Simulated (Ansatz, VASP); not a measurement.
# BN in VASP and in Ansatz

```
B N
1.0
     2.66367    0.00000    0.00000
    -1.33183    2.30680    0.00000
     0.00000    0.00000    6.96096
B N
2 2
Cartesian
  0.0000 1.5379 1.7402
  1.3318 0.7689 5.2207
  0.0000 1.5379 5.2207
  1.3318 0.7689 1.7402
```

Alike in both runs: task single point; functional PBEsol; k mesh 12 × 12 × 4; occupations gaussian, width 0.05 eV; no spin polarisation.

```csv
,VASP,Ansatz
version,VASP 6.6.1,Ansatz 0.2.0
potentials or method,"VASP PAW PBE potentials, release 64 (B, N), cutoff 520 eV","scalar-relativistic, plane waves, PAW"
valence electrons in the cell,16,16
```

|  | VASP | Ansatz | Ansatz less VASP |
| --- | --- | --- | --- |
| gap on the k mesh at the Fermi level (eV) | 3.92 | 3.93 | +0.005 |
| least direct gap on the mesh (eV) | 4.13 | 4.13 | +0.003 |

VASP's potentials were made for PBE, not for PBEsol, and Ansatz warns of the same on its side. The functional is the same, so the differences come from potentials, cutoffs and numerics.
